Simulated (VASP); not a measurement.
# Ti (P6/mmm) in VASP: notebook, part 3 of 3

VASP 6.6.1. The steps go on from the part before.

### 5 Relaxation of cell and atoms, LDA

The input, INCAR:

```
SYSTEM = Ti
PREC = Accurate
ENCUT = 600
EDIFF = 1E-7
ISMEAR = 0
SIGMA = 0.1
LREAL = .False.
LASPH = .True.
NELM = 60
ALGO = Fast
ISIF = 3
LWAVE = .False.
LCHARG = .False.
IBRION = 2
NSW = 100
EDIFFG = -0.002
```

The input, KPOINTS:

```
Automatic mesh
0
Gamma
  12 12 14
  0 0 0
```

The input, POSCAR:

```
Ti
1.0
    4.5673748300      0.0000000000      0.0000000000
   -2.2836874200      3.9554626300      0.0000000000
    0.0000000000      0.0000000000      2.8262442700
Ti
3
Direct
    0.0000000000      0.0000000000      0.0000000000
    0.3333333300      0.6666666700      0.5000000000
    0.6666666700      0.3333333300      0.5000000000
```

Potentials or basis: VASP PAW LDA potentials, release 64 (Ti_sv).

Launch:

```bash
cat potpaw_LDA.64/Ti_sv/POTCAR > POTCAR
mpirun -np 1 vasp_std > vasp.out
```

OUTCAR:

```text
SYSTEM = Ti
   PREC = Accurate
   ENCUT = 600
   EDIFF = 1E-7
   ISMEAR = 0
   LREAL = .False.
   LASPH = .True.
   NELM = 60
   ISIF = 3
   IBRION = 2
   NSW = 100
   EDIFFG = -0.002

 ion  position               nearest neighbor table
   1  0.000  0.000  0.000-
   2  0.333  0.667  0.500-   3 2.64   3 2.64   3 2.64
   3  0.667  0.333  0.500-   2 2.64   2 2.64   2 2.64

  LATTYP: Found a hexagonal cell.
 ALAT       =     4.5673748300
 C/A-ratio  =     0.6187896495

  Lattice vectors:

 A1 = (   4.5673748300,   0.0000000000,   0.0000000000)
 A2 = (  -2.2836874200,   3.9554626300,   0.0000000000)
 A3 = (   0.0000000000,   0.0000000000,   2.8262442700)

Analysis of symmetry for initial positions (statically):
=====================================================================
 Subroutine PRICEL returns:
 Original cell was already a primitive cell.

 Routine SETGRP: Setting up the symmetry group for a
 hexagonal supercell.

 Subroutine GETGRP returns: Found 24 space group operations
 (whereof 24 operations were pure point group operations)
 out of a pool of 24 trial point group operations.

The static configuration has the point symmetry D_6h.

Analysis of symmetry for dynamics (positions and initial velocities):
=====================================================================
 Subroutine PRICEL returns:
 Original cell was already a primitive cell.

 Routine SETGRP: Setting up the symmetry group for a
 hexagonal supercell.

 Subroutine GETGRP returns: Found 24 space group operations
 (whereof 24 operations were pure point group operations)
 out of a pool of 24 trial point group operations.

The dynamic configuration has the point symmetry D_6h.

 Subroutine INISYM returns: Found 24 space group operations
 (whereof 24 operations are pure point group operations),
 and found     1 'primitive' translations

----------------------------------------------------------------------------------------

                                     Primitive cell

  volume of cell :      51.0592

  direct lattice vectors                    reciprocal lattice vectors
     4.567374830  0.000000000  0.000000000     0.218944150  0.126407464  0.000000000
    -2.283687420  3.955462630  0.000000000     0.000000000  0.252814928  0.000000000
     0.000000000  0.000000000  2.826244270     0.000000000  0.000000000  0.353826458

  length of vectors
     4.567374830  4.567374831  2.826244270     0.252814928  0.252814928  0.353826458

  position of ions in fractional coordinates (direct lattice)
     0.000000000  0.000000000  0.000000000
     0.333333330  0.666666670  0.500000000
     0.666666670  0.333333330  0.500000000

  ion indices of the primitive-cell ions
   primitive index   ion index
                 1           1
                 2           2
                 3           3

----------------------------------------------------------------------------------------

 KPOINTS: Automatic mesh

Automatic generation of k-mesh.
 Grid dimensions read from file:
 generate k-points for:   12   12   14

 Generating k-lattice:

[... 23 lines left out ...]
  0.416667  0.000000  0.000000      6.000000
[... 16 lines left out ...]
  0.250000  0.000000  0.071429     12.000000
  0.333333  0.000000  0.071429     12.000000
 [... further k-points ...]
   k-points           NKPTS =    152   k-points in BZ     NKDIM =    152   number of bands    NBANDS=     22
   number of dos      NEDOS =    301   number of ions     NIONS =      3
   total plane-waves  NPLWV =  31104
   dimension x,y,z NGX =    36 NGY =   36 NGZ =   24
   dimension x,y,z NGXF=    72 NGYF=   72 NGZF=   48
   ions per type =               3
   NGX,Y,Z   is equivalent  to a cutoff of  13.10, 13.10, 14.12 a.u.
   NGXF,Y,Z  is equivalent  to a cutoff of  26.21, 26.21, 28.23 a.u.
 SYSTEM =  Ti
   PREC   = accura    normal or accurate (medium, high low for compatibility)
   ISTART =      0    job   : 0-new  1-cont  2-samecut
   ICHARG =      2    charge: 1-file 2-atom 10-const
   ISPIN  =      1    spin polarized calculation?
   LNONCOLLINEAR =      F non collinear calculations
   LSORBIT =      F    spin-orbit coupling
   LASPH  =      T    aspherical Exc in radial PAW
   ENCUT  =  600.0 eV  44.10 Ry    6.64 a.u.   9.12  9.12  5.64*2*pi/ulx,y,z
   NELM   =     60;   NELMIN=  2; NELMDL= -5     # of ELM steps
   EDIFF  = 0.1E-06   stopping-criterion for ELM
   LREAL  =      F    real-space projection
   EDIFFG = -.2E-02   stopping-criterion for IOM
   NSW    =    100    number of steps for IOM
   IBRION =      2    ionic relax: 0-MD 1-quasi-New 2-CG
   NFREE  =      1    steps in history (QN), initial steepest desc. (CG)
   ISIF   =      3    stress and relaxation
   ISYM   =      2    0-nonsym 1-usesym 2-fastsym
   POTIM  = 0.5000    time-step for ionic-motion
   TEBEG  =    0.0;   TEEND  =   0.0 temperature during run
   PSTRESS=    0.0 pullay stress
   NELECT =      36.0000    total number of electrons
   NUPDOWN=      -1.0000    fix difference up-down
   EMIN   =  10.00;   EMAX   =-10.00  energy-range for DOS
   EFERMI =   0.00;   METHOD = LEGACY
   ISMEAR =     0;   SIGMA  =   0.10  broadening in eV -4-tet -1-fermi 0-gaus
   EFERMI_NEDOS =   21; number of points for ismear=-14 and -15
   IALGO  =     68    algorithm
   IMIX   =      4    mixing-type and parameters
     AMIX     =   0.40;   BMIX     =  1.00
     AMIX_MAG =   1.60;   BMIX_MAG =  1.00
  volume/ion in A,a.u.               =      17.02       114.85
  Fermi-wavevector in a.u.,A,eV,Ry     =   1.457084  2.753489 28.886426  2.123092
  Thomas-Fermi vector in A             =   2.573926
   LORBIT       =      0    0 simple, 1 ext, 2 COOP (PROOUT), +10 PAW based schemes
   GGA     = CA    functional components
   LHFCALC =     F    Hartree Fock is set to
   AEXX    =    0.0000 exact exchange contribution
   IVDW    =     0    specifies the selected vdW correction
   LEPSILON=     F    determine dielectric tensor
   LRPA    =     F    only Hartree local field effects (RPA)
 conjugate gradient relaxation of ions
 non-spin polarized calculation
 RMM-DIIS sequential band-by-band and
 Gauss-broadening in eV      SIGMA  =   0.10
  energy-cutoff  :      600.00
  volume of cell :       51.06
 maximum number of plane-waves:      1731
   NGX = 19   NGY = 19   NGZ = 11

--------------------------------------- Ionic step        1  -------------------------------------------

 number of electron      35.9999989 magnetization

 Free energy of the ion-electron system (eV)
  ---------------------------------------------------
  ext. energy  EPLUGINS =         0.00000000
  ---------------------------------------------------
  free energy    TOTEN  =       -25.63062628 eV

  energy without entropy =      -25.61606230  energy(sigma->0) =      -25.62334429

------------------------ aborting loop EDIFF was not reached (unconverged)  ----------------------------

  FORCE on cell =-STRESS in cart. coord.  units (eV):
  Direction    XX          YY          ZZ          XY          YZ          ZX
  --------------------------------------------------------------------------------------
  -------------------------------------------------------------------------------------
  Total       -2.6628006     -2.6628006     -2.4846553      0.0000000      0.0000000     -0.0000000
  in kB      -83.5556065    -83.5556065    -77.9656113      0.0000001      0.0000000     -0.0000000
  external PRESSURE =     -81.6922748 kB  Pullay stress =       0.0000000 kB
[... 283 lines left out ...]
--------------------------------------- Ionic step        9  -------------------------------------------

 number of electron      36.0000005 magnetization

 Free energy of the ion-electron system (eV)
  ---------------------------------------------------
  ext. energy  EPLUGINS =         0.00000000
  ---------------------------------------------------
  free energy    TOTEN  =       -25.72617227 eV

  energy without entropy =      -25.71156416  energy(sigma->0) =      -25.71886822

 E-fermi :   8.9922     XC(G=0): -12.2353

 val. band max:        8.9861751232   @ k =   0.2500   0.2500   0.3571
 cond. band min:       8.9930383488   @ k =   0.0000   0.0000   0.0000
 fundamental gap:      0.0068632256
 Fermi energy:         8.9921550961

 k-point     1 :       0.0000    0.0000    0.0000
  band No.  band energies     occupation
      1     -47.0628      2.00000
      2     -46.7962      2.00000
      3     -46.5752      2.00000
      4     -23.7935      2.00000
      5     -23.7935      2.00000
      6     -23.7376      2.00000
[... 589 lines left out ...]
     21       9.7416      0.00000
     22      10.1700      0.00000

 [... further k-points ...]

------------------------ aborting loop because EDIFF is reached ----------------------------------------

  FORCE on cell =-STRESS in cart. coord.  units (eV):
  Direction    XX          YY          ZZ          XY          YZ          ZX
  --------------------------------------------------------------------------------------
  -------------------------------------------------------------------------------------
  Total       -0.0049594     -0.0049594      0.0032946      0.0000000      0.0000000      0.0000000
  in kB       -0.1673163     -0.1673163      0.1111491      0.0000000      0.0000000      0.0000000
  external PRESSURE =      -0.0744945 kB  Pullay stress =       0.0000000 kB
[... 18 lines left out ...]
  FREE ENERGIE OF THE ION-ELECTRON SYSTEM (eV)
  ---------------------------------------------------
  free  energy   TOTEN  =       -25.7261722723 eV

  energy  without entropy=      -25.7115641585  energy(sigma->0) =      -25.71886822

 reached required accuracy - stopping structural energy minimisation
```

Run time: 26 min. Hardware: 1 thread of Intel Xeon 6975P-C (Granite Rapids), shared host; peak memory 0.3 GiB.

Results:

| Item | Value |
| --- | --- |
| Free energy | -25.7262 eV |
| Relaxed volume | 15.83 Å³/atom |
| Relaxed cell | a = 4.450 Å, b = 4.450 Å, c = 2.770 Å, α = 90.00°, β = 90.00°, γ = 120.00° |
| Space group after relaxing (to 0.1 Å) | P6/mmm (No. 191) |
| Energy gained by relaxing | 31.8 meV/atom |
| Ionic steps | 9 |
| Pressure after relaxing | 0.0 GPa |
| Band gap on the k mesh | zero (bands 18 and 19 overlap by 0.39 eV) |

The path:
```csv
step,energy change (eV),largest force (eV/Å),pressure (GPa),volume (Å³)
1,0.0000,0.0000,-8.17,51.06
2,-0.0347,0.0000,7.82,44.91
3,-0.0952,0.0000,0.03,47.53
4,-0.0951,0.0000,-0.25,47.59
5,-0.0954,0.0000,-0.26,47.59
6,-0.0955,0.0000,-0.26,47.59
7,-0.0955,0.0000,0.17,47.42
8,-0.0955,0.0000,0.01,47.49
9,-0.0955,0.0000,-0.01,47.49
```

Final structure:
```xyz
3
Lattice="4.4496 0.0000 0.0000 -2.2248 3.8535 0.0000 0.0000 0.0000 2.7697" Properties=species:S:1:pos:R:3 pbc="T T T"
Ti    0.0000    0.0000    0.0000
Ti    0.0000    2.5690    1.3848
Ti    2.2248    1.2845    1.3848
```

### 6 Overview

| task | cell | k mesh | cutoff (eV) | smearing | gap on the mesh (eV) | pressure (GPa) | relaxed volume (Å³/atom) |
| --- | --- | --- | --- | --- | --- | --- | --- |
| single point | a = 4.567, b = 4.567, c = 2.826 Å, angles 90.0, 90.0, 120.0°, 3 atoms | 6 × 6 × 6 | 520 | gaussian 0.1 eV | none | -8.0 | - |
| single point | a = 4.451, b = 4.451, c = 2.771 Å, angles 90.0, 90.0, 120.0°, 3 atoms | 12 × 12 × 14 | 520 | gaussian 0.1 eV | none | -0.3 | - |
| relaxation of cell and atoms | relaxed from a = 4.451, b = 4.451, c = 2.771 Å, angles 90.0, 90.0, 120.0°, 3 atoms | 12 × 12 × 14 | 600 | fermi-dirac 0.15 eV | none | 0.0 | 15.88 |
| relaxation of cell and atoms | relaxed from a = 4.567, b = 4.567, c = 2.826 Å, angles 90.0, 90.0, 120.0°, 3 atoms | 12 × 12 × 14 | 600 | gaussian 0.1 eV | none | 0.0 | 15.83 |

Alike in all rows: level LDA; potentials or basis VASP PAW LDA potentials, release 64 (Ti_sv); no spin polarisation.

Caveats: some runs use coarse meshes.

Absolute energies hang on the potentials; compare differences alone.
